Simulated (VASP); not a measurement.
Crystal: Ho2O.

```xyz
3
Lattice="4.5066 0.0000 0.0000 0.0000 4.5066 0.0000 0.0000 0.0000 3.0830" Properties=species:S:1:pos:R:3 pbc="T T T"
Ho    0.0000    2.2533    0.0000
Ho    2.2533    0.0000    0.0000
O     2.2533    2.2533    1.5415
```

The cell was built from a structure type or drawn by symmetry, and may not be a known phase.

```yaml
Program: VASP 6.6.1
Task: relaxation of cell and atoms
Functional: PBE
Potentials_or_basis: VASP PAW PBE potentials, release 64 (Ho_3, O), 4f in core
Cutoff: 600 eV
k_mesh: 4 × 4 × 6
Occupations: gaussian, width 0.2 eV
Spin: no spin polarisation
```

At the start: pressure -7.4 GPa; volume 20.87 Å³/atom.

Q: How do energy, volume and symmetry change on relaxing?

A: Over 4 steps the energy falls by 81.8 meV/atom and the volume is 18.14 Å³/atom (-13.1 %); space group P4/mmm (No. 123, to 0.1 Å) before and after.

The path:
```
step  energy change (eV)  largest force (eV/Å)  pressure (GPa)  volume (Å³)
   1              0.0000                0.0000           -7.42        62.61
   2             -0.2455                0.0000            0.17        54.23
   3             -0.2455                0.0000            0.27        54.25
   4             -0.2454                0.0000           -0.08        54.41
```

Final structure:
```cif
data_structure
_symmetry_space_group_name_H-M 'P 1'
_symmetry_Int_Tables_number 1
_cell_length_a 4.2531
_cell_length_b 4.2531
_cell_length_c 3.0079
_cell_angle_alpha 90.000
_cell_angle_beta 90.000
_cell_angle_gamma 90.000
_cell_volume 54.41
loop_
_atom_site_label
_atom_site_type_symbol
_atom_site_fract_x
_atom_site_fract_y
_atom_site_fract_z
_atom_site_occupancy
Ho1 Ho 0.00000 0.50000 0.00000 1
Ho2 Ho 0.50000 0.00000 0.00000 1
O1 O 0.50000 0.50000 0.50000 1
```

Caveat: the run has no spin polarisation, though such a crystal can be magnetic.
